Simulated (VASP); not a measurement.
Runs of VASP 6.6.1 on LiNbO3. The structure is that of space group R3c (No. 161), or close to it. The cells are those of the table. 

```tsv
cell	gap on the mesh (eV)	largest force (eV/Å)
a = 5.684 Å, angles 53.7°, 10 atoms	3.47	0.10
a = 5.584 Å, angles 55.1°, 10 atoms	3.57	0.07
a = 5.366 Å, angles 56.4°, 10 atoms	3.94	1.17
a = 5.423 Å, angles 58.5°, 10 atoms	3.46	0.23
a = 5.633 Å, angles 56.4°, 10 atoms	3.26	0.79
a = 5.245 Å, angles 59.2°, 10 atoms	3.81	0.87
a = 5.304 Å, angles 57.8°, 10 atoms	3.89	1.03
a = 5.809 Å, angles 53.0°, 10 atoms	3.25	0.69
a = 5.536 Å, angles 58.5°, 10 atoms	3.18	0.90
a = 5.707 Å, angles 54.4°, 10 atoms	3.35	(b)
a = 5.422 Å, angles 59.2°, 10 atoms	3.35	0.46
a = 5.454 Å, angles 57.8°, 10 atoms	3.49	(a)
```

Alike in all rows: task single point; level PBE; potentials or basis VASP PAW PBE potentials, release 64 (Li_sv, Nb_sv, O); no spin polarisation; k mesh 6 × 6 × 6; cutoff (eV) 520; smearing gaussian 0.05 eV.

Q: Fill in the values left out.

A: (a) 0.17; (b) 0.51.

Caveats: forces of over 1 eV/Å act on the atoms, so gaps and moduli don't describe the material at rest (some runs).

A k mesh can miss the band edges, and the runs leave out spin-orbit coupling on Nb.
